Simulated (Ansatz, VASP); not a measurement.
# One calculation of Sn3PbO4, two programs

```xyz
8
Lattice="5.5232 0.0000 0.0000 0.0000 5.5232 0.0000 0.0000 0.0000 5.2053" Properties=species:S:1:pos:R:3 pbc="T T T"
Sn    0.0000    2.7616    1.1390
Sn    2.7616    0.0000    1.1390
Sn    0.0000    0.0000    4.0873
Pb    2.7616    2.7616    3.9190
O     4.1647    1.3585    0.0316
O     1.3585    4.1647    0.0316
O     4.1647    4.1647    0.0316
O     1.3585    1.3585    0.0316
```

Alike in both runs: functional PBE; k mesh 6 × 6 × 6; occupations gaussian, width 0.02 eV; no spin polarisation.

Ansatz relaxed the structure, and its values are those at the end. VASP's run is a single point on that final structure, the one shown.

|  | VASP | Ansatz |
| --- | --- | --- |
| version | VASP 6.6.1 | Ansatz 0.2.0 |
| potentials or method | VASP PAW PBE potentials, release 64 (Sn_d, Pb_d, O), cutoff 520 eV | scalar-relativistic, plane waves, PAW |
| valence electrons in the cell | 80 | 80 |

|  | VASP | Ansatz | Ansatz less VASP |
| --- | --- | --- | --- |
| gap on the k mesh at the Fermi level (eV) | 0.74 | 0.73 | -0.004 |
| least direct gap on the mesh (eV) | 0.74 | 0.73 | -0.004 |
| pressure (GPa) | 0.2 | 0.0 | -0.15 |
| rms of the force components (eV/Å) | 0.029 | 0.003 | -0.0263 |

Spin-orbit coupling is off throughout.
